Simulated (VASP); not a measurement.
# Se3S2 (R-3m) in VASP: single point with PBE

Aim: the single point of Se3S2 with PBE.

Program: VASP 6.6.1. These are calculated values, not measurements. Logs are shortened: lines on timing, memory, paths and dates and some standing lists are left out, and cuts for length are marked.

### 1 The cell of the first run

The structure is trigonal, space group R-3m (No. 166). Conventional cell: a = 3.932 Å, b = 3.932 Å, c = 22.959 Å, α = 90.00°, β = 90.00°, γ = 120.00°. Se (site symmetry -3m) has 6 S at 2.70 Å within 3.6 Å. Se (site symmetry 3m) has 3 Se at 2.74 Å and 3 S at 2.78 Å within 3.6 Å. Within 3.7 Å of S (site symmetry 3m) lie 6 Se at 2.70 to 2.78 Å and 3 S at 3.69 Å.

### 2 Single point, PBE

Contents of INCAR:

```
SYSTEM = Se3S2
ALGO = Normal
EDIFF = 1E-6
ENCUT = 520
GGA = PE
ISIF = 2
ISMEAR = 0
LASPH = .True.
LCHARG = .False.
LREAL = .False.
LWAVE = .False.
NBANDS = 23
NELM = 100
PREC = Accurate
SIGMA = 0.1
```

Contents of KPOINTS:

```
k-points
0
Gamma
  12 12 12
  0 0 0
```

Contents of POSCAR:

```
Se3S2
1.0
    1.9661572354      1.1351614091      7.6528441743
   -1.9661572354      1.1351614091      7.6528441743
    0.0000000000     -2.2703228183      7.6528441743
Se S
3 2
Direct
    0.0000000000      0.0000000000      0.0000000000
    0.1999974989      0.1999974989      0.1999974989
    0.8000025011      0.8000025011      0.8000025011
    0.3967756804      0.3967756804      0.3967756804
    0.6032243196      0.6032243196      0.6032243196
```

Potentials or basis: VASP PAW PBE potentials, release 64 (Se, S).

Run with:

```console
cat potpaw_PBE.64/Se/POTCAR potpaw_PBE.64/S/POTCAR > POTCAR
mpirun -np 1 vasp_std > vasp.out
```

OUTCAR:

```text
SYSTEM = Se3S2
   EDIFF = 1E-6
   ENCUT = 520
   GGA = PE
   ISIF = 2
   ISMEAR = 0
   LASPH = .True.
   LREAL = .False.
   NELM = 100
   PREC = Accurate

 ion  position               nearest neighbor table
   1  0.000  0.000  0.000-   5 2.70   4 2.70   5 2.70   5 2.70   4 2.70   4 2.70
   2  0.200  0.200  0.200-   3 2.74   3 2.74   3 2.74   5 2.78   5 2.78   5 2.78
   3  0.800  0.800  0.800-   2 2.74   2 2.74   2 2.74   4 2.78   4 2.78   4 2.78
   4  0.397  0.397  0.397-   1 2.70   1 2.70   1 2.70   3 2.78   3 2.78   3 2.78
   5  0.603  0.603  0.603-   1 2.70   1 2.70   1 2.70   2 2.78   2 2.78   2 2.78

  LATTYP: Found a trigonal (rhomboedric) cell.
 ALAT       =     7.9825052242
 COS(alpha) =     0.8786644496

  Lattice vectors:

 A1 = (   1.9661572354,   1.1351614091,   7.6528441743)
 A2 = (  -1.9661572354,   1.1351614091,   7.6528441743)
 A3 = (   0.0000000000,  -2.2703228183,   7.6528441743)

Analysis of symmetry for initial positions (statically):
=====================================================================
 Subroutine PRICEL returns:
 Original cell was already a primitive cell.

 Routine SETGRP: Setting up the symmetry group for a
 trigonal (rhombohedral) supercell.

 Subroutine GETGRP returns: Found 12 space group operations
 (whereof 12 operations were pure point group operations)
 out of a pool of 12 trial point group operations.

The static configuration has the point symmetry D_3d.

Analysis of symmetry for dynamics (positions and initial velocities):
=====================================================================
 Subroutine PRICEL returns:
 Original cell was already a primitive cell.

 Routine SETGRP: Setting up the symmetry group for a
 trigonal (rhombohedral) supercell.

 Subroutine GETGRP returns: Found 12 space group operations
 (whereof 12 operations were pure point group operations)
 out of a pool of 12 trial point group operations.

The dynamic configuration has the point symmetry D_3d.

 Subroutine INISYM returns: Found 12 space group operations
 (whereof 12 operations are pure point group operations),
 and found     1 'primitive' translations

----------------------------------------------------------------------------------------

                                     Primitive cell

  volume of cell :     102.4826

  direct lattice vectors                    reciprocal lattice vectors
     1.966157235  1.135161409  7.652844174     0.254303161  0.146821998  0.043556791
    -1.966157235  1.135161409  7.652844174    -0.254303161  0.146821998  0.043556791
     0.000000000 -2.270322818  7.652844174     0.000000000 -0.293643997  0.043556791

  length of vectors
     7.982505224  7.982505224  7.982505224     0.296856853  0.296856853  0.296856853

  position of ions in fractional coordinates (direct lattice)
     0.000000000  0.000000000  0.000000000
     0.199997499  0.199997499  0.199997499
     0.800002501  0.800002501  0.800002501
     0.396775680  0.396775680  0.396775680
     0.603224320  0.603224320  0.603224320

  ion indices of the primitive-cell ions
   primitive index   ion index
                 1           1
                 2           2
                 3           3
                 4           4
                 5           5

----------------------------------------------------------------------------------------

 KPOINTS: k-points

Automatic generation of k-mesh.
 Grid dimensions read from file:
 generate k-points for:   12   12   12

 Generating k-lattice:

  Cartesian coordinates                     Fractional coordinates (reciprocal lattice)
     0.021191930  0.012235167  0.003629733     0.083333333  0.000000000  0.000000000
    -0.021191930  0.012235167  0.003629733     0.000000000  0.083333333  0.000000000
     0.000000000 -0.024470333  0.003629733     0.000000000  0.000000000  0.083333333

  Length of vectors
     0.024738071  0.024738071  0.024738071

  Shift w.r.t. Gamma in fractional coordinates (k-lattice)
     0.000000000  0.000000000  0.000000000

 Subroutine IBZKPT returns following result:
 ===========================================

 Found    189 irreducible k-points:

 Following reciprocal coordinates:
            Coordinates               Weight
  0.000000  0.000000  0.000000      1.000000
  0.083333 -0.000000 -0.000000      6.000000
  0.166667 -0.000000  0.000000      6.000000
  0.250000  0.000000 -0.000000      6.000000
  0.333333 -0.000000 -0.000000      6.000000
  0.416667 -0.000000  0.000000      6.000000
[... 16 lines left out ...]
  0.500000  0.166667  0.000000     12.000000
 -0.416667  0.166667  0.000000     12.000000
 [... further k-points ...]
   k-points           NKPTS =    189   k-points in BZ     NKDIM =    189   number of bands    NBANDS=     23
   number of dos      NEDOS =    301   number of ions     NIONS =      5
   total plane-waves  NPLWV = 216000
   dimension x,y,z NGX =    60 NGY =   60 NGZ =   60
   dimension x,y,z NGXF=   120 NGYF=  120 NGZF=  120
   ions per type =               3   2
   NGX,Y,Z   is equivalent  to a cutoff of  12.50, 12.50, 12.50 a.u.
   NGXF,Y,Z  is equivalent  to a cutoff of  24.99, 24.99, 24.99 a.u.
 SYSTEM =  Se3S2
   PREC   = accura    normal or accurate (medium, high low for compatibility)
   ISTART =      0    job   : 0-new  1-cont  2-samecut
   ICHARG =      2    charge: 1-file 2-atom 10-const
   ISPIN  =      1    spin polarized calculation?
   LNONCOLLINEAR =      F non collinear calculations
   LSORBIT =      F    spin-orbit coupling
   LASPH  =      T    aspherical Exc in radial PAW
   ENCUT  =  520.0 eV  38.22 Ry    6.18 a.u.  14.84 14.84 14.84*2*pi/ulx,y,z
   NELM   =    100;   NELMIN=  2; NELMDL= -5     # of ELM steps
   EDIFF  = 0.1E-05   stopping-criterion for ELM
   LREAL  =      F    real-space projection
   EDIFFG = 0.1E-04   stopping-criterion for IOM
   NSW    =      0    number of steps for IOM
   IBRION =     -1    ionic relax: 0-MD 1-quasi-New 2-CG
   NFREE  =      0    steps in history (QN), initial steepest desc. (CG)
   ISIF   =      2    stress and relaxation
   ISYM   =      2    0-nonsym 1-usesym 2-fastsym
   POTIM  = 0.5000    time-step for ionic-motion
   TEBEG  =    0.0;   TEEND  =   0.0 temperature during run
   PSTRESS=    0.0 pullay stress
   NELECT =      30.0000    total number of electrons
   NUPDOWN=      -1.0000    fix difference up-down
   EMIN   =  10.00;   EMAX   =-10.00  energy-range for DOS
   EFERMI =   0.00;   METHOD = LEGACY
   ISMEAR =     0;   SIGMA  =   0.10  broadening in eV -4-tet -1-fermi 0-gaus
   EFERMI_NEDOS =   21; number of points for ismear=-14 and -15
   IALGO  =     38    algorithm
   IMIX   =      4    mixing-type and parameters
     AMIX     =   0.40;   BMIX     =  1.00
     AMIX_MAG =   1.60;   BMIX_MAG =  1.00
  volume/ion in A,a.u.               =      20.50       138.32
  Fermi-wavevector in a.u.,A,eV,Ry     =   1.087006  2.054143 16.076398  1.181582
  Thomas-Fermi vector in A             =   2.223156
   LORBIT       =      0    0 simple, 1 ext, 2 COOP (PROOUT), +10 PAW based schemes
   GGA     = PE    functional components
   LHFCALC =     F    Hartree Fock is set to
   AEXX    =    0.0000 exact exchange contribution
   IVDW    =     0    specifies the selected vdW correction
   LEPSILON=     F    determine dielectric tensor
   LRPA    =     F    only Hartree local field effects (RPA)
 non-spin polarized calculation
 Gauss-broadening in eV      SIGMA  =   0.10
  energy-cutoff  :      520.00
  volume of cell :      102.48
 maximum number of plane-waves:      2789
   NGX = 29   NGY = 29   NGZ = 29

 number of electron      29.9999999 magnetization

 Free energy of the ion-electron system (eV)
  ---------------------------------------------------
  ext. energy  EPLUGINS =         0.00000000
  ---------------------------------------------------
  free energy    TOTEN  =       -17.06605646 eV

  energy without entropy =      -17.05304287  energy(sigma->0) =      -17.05954967

 E-fermi :   5.4643     XC(G=0): -10.1272

 val. band max:        5.4602104007   @ k =  -0.3333   0.1667   0.1667
 cond. band min:       5.4685632501   @ k =  -0.3333   0.2500   0.2500
 fundamental gap:      0.0083528494
 Fermi energy:         5.4643232916

 k-point     1 :       0.0000    0.0000    0.0000
  band No.  band energies     occupation
      1     -10.9053      2.00000
      2      -9.3536      2.00000
      3      -8.6968      2.00000
      4      -5.0488      2.00000
      5      -4.8440      2.00000
      6       1.7987      2.00000
[... 15 lines left out ...]
     22      11.8655      0.00000
     23      12.0738      0.00000

 k-point     2 :       0.0833   -0.0000   -0.0000
  band No.  band energies     occupation
      1     -10.8344      2.00000
      2      -9.3152      2.00000
      3      -8.6346      2.00000
      4      -5.1873      2.00000
      5      -4.9069      2.00000
      6       1.2585      2.00000
[... 15 lines left out ...]
     22      11.3800      0.00000
     23      11.9841      0.00000

 k-point     3 :       0.1667   -0.0000    0.0000
  band No.  band energies     occupation
      1     -10.6232      2.00000
      2      -9.2046      2.00000
      3      -8.4522      2.00000
      4      -5.5855      2.00000
      5      -5.0989      2.00000
      6       0.7902      2.00000
[... 15 lines left out ...]
     22      11.2741      0.00000
     23      12.1700      0.00000
[... 495 lines left out ...]
 k-point    23 :       0.5000    0.1667    0.0000
  band No.  band energies     occupation
      1      -8.9968      2.00000
      2      -8.5901      2.00000
      3      -7.6808      2.00000
      4      -7.3106      2.00000
      5      -6.7040      2.00000
      6      -1.3371      2.00000
[... 15 lines left out ...]
     22      10.9435      0.00000
     23      11.7744      0.00000

 k-point    24 :      -0.4167    0.1667    0.0000
  band No.  band energies     occupation
      1      -8.5395      2.00000
      2      -8.4402      2.00000
      3      -8.1580      2.00000
      4      -7.1913      2.00000
      5      -6.9659      2.00000
      6      -1.6186      2.00000
[... 15 lines left out ...]
     22      11.1953      0.00000
     23      13.0230      0.00000

 [... further k-points ...]

------------------------ aborting loop because EDIFF is reached ----------------------------------------

  FORCE on cell =-STRESS in cart. coord.  units (eV):
  Direction    XX          YY          ZZ          XY          YZ          ZX
  --------------------------------------------------------------------------------------
  -------------------------------------------------------------------------------------
  Total       -0.0088684     -0.0088684     -0.0208523      0.0000000      0.0000000      0.0000000
  in kB       -0.1386448     -0.1386448     -0.3259979      0.0000000      0.0000000      0.0000000
  external PRESSURE =      -0.2010959 kB  Pullay stress =       0.0000000 kB

 VOLUME and BASIS-vectors are now :
 -----------------------------------------------------------------------------
  energy-cutoff  :      520.00
  volume of cell :      102.48
      direct lattice vectors                 reciprocal lattice vectors
     1.966157235  1.135161409  7.652844174     0.254303161  0.146821998  0.043556791
    -1.966157235  1.135161409  7.652844174    -0.254303161  0.146821998  0.043556791
     0.000000000 -2.270322818  7.652844174     0.000000000 -0.293643997  0.043556791

 POSITION                                       TOTAL-FORCE (eV/Angst)
 -----------------------------------------------------------------------------------
      0.00000      0.00000      0.00000         0.000000     -0.000000     -0.000000
      0.00000     -0.00000      4.59165         0.000000     -0.000000      0.003037
      0.00000     -0.00000     18.36688         0.000000      0.000000     -0.003037
      0.00000     -0.00000      9.10939         0.000000      0.000000     -0.010060
      0.00000     -0.00000     13.84915         0.000000     -0.000000      0.010060
 -----------------------------------------------------------------------------------
    total drift:                               -0.000000     -0.000000      0.000000

  FREE ENERGIE OF THE ION-ELECTRON SYSTEM (eV)
  ---------------------------------------------------
  free  energy   TOTEN  =       -17.0660564611 eV

  energy  without entropy=      -17.0530428702  energy(sigma->0) =      -17.05954967
```

Run time: 13 min. Hardware: 1 thread of AMD EPYC 9R45 (Zen 5), shared host; peak memory 0.7 GiB.

Results:

| Item | Value |
| --- | --- |
| Free energy | -17.0661 eV |
| Pressure | 0.0 GPa |
| Largest force | 0.010 eV/Å |
| Band gap on the k mesh | zero (bands 15 and 16 overlap by 2.79 eV) |

Forces on the atoms (eV/Å):
```
Se   0.000  0.000  0.000
Se   0.000  0.000  0.003
Se   0.000  0.000 -0.003
S    0.000  0.000 -0.010
S    0.000  0.000  0.010
```

Levels at points of the mesh, in eV from the Fermi level:
| k point | band 13 | band 14 | band 15 | band 16 | band 17 | band 18 |
| --- | --- | --- | --- | --- | --- | --- |
| (0.00, 0.00, 0.00) | -2.04 | -1.64 | -1.53 | -1.53 | -1.48 | 1.16 |
| (0.50, 0.00, 0.00) | -1.46 | -0.99 | -0.74 | -0.73 | 2.57 | 2.79 |
| (0.50, 0.50, 0.00) | -3.14 | -0.52 | 0.17 | 1.47 | 1.49 | 1.50 |
| (0.50, 0.50, 0.50) | -2.72 | -2.39 | -0.01 | 0.11 | 0.11 | 0.11 |
